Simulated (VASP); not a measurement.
**AsH3: single point with revPBE**

System: AsH3, in a box.

```
CELL_PARAMETERS angstrom
12.00000 0.00000 0.00000
0.00000 11.00000 0.00000
0.00000 0.00000 11.00000
ATOMIC_POSITIONS crystal
As 0.48869 0.54965 0.45869
H 0.53583 0.56263 0.58645
H 0.41767 0.44119 0.49570
H 0.58450 0.46783 0.42428
```

This cell differs from its parent crystal: last atom moved by 0.05 Å along z.

```yaml
Program: VASP 6.6.1
Task: single point
Functional: revPBE
Potentials_or_basis: VASP PAW PBE potentials, release 64 (As, H)
Cutoff: 560 eV
k_mesh: 1 × 1 × 1
Occupations: gaussian, width 0.03 eV
Spin: no spin polarisation
```

```json
{
  "Largest force": "0.686 eV/Å",
  "Gap between the frontier levels": "5.82 eV"
}
```

Forces in eV/Å, atoms in the order of the input:
```
As  -0.314  0.558 -0.244
H    0.061  0.033  0.315
H   -0.152 -0.245  0.114
H    0.406 -0.347 -0.185
```

Levels at points of the mesh, in eV from the valence-band top:
| k point | band 1 | band 2 | band 3 | band 4 | band 5 | band 6 | band 7 | band 8 | band 9 |
| --- | --- | --- | --- | --- | --- | --- | --- | --- | --- |
| (0.00, 0.00, 0.00) | -9.32 | -2.14 | -2.08 | 0.00 | 5.82 | 6.37 | 6.43 | 7.22 | 7.25 |

Wall time 4.6 min on 1 thread of Intel(R) Xeon(R) Platinum 8259CL CPU @ 2.50GHz (Skylake/Cascade Lake), with other jobs on the host, peak memory 1.3 GiB.

Caveat: the cell differs from its parent crystal (last atom moved by 0.05 Å along z); the PAW data sets were made with another functional, which shifts forces and pressure a little.
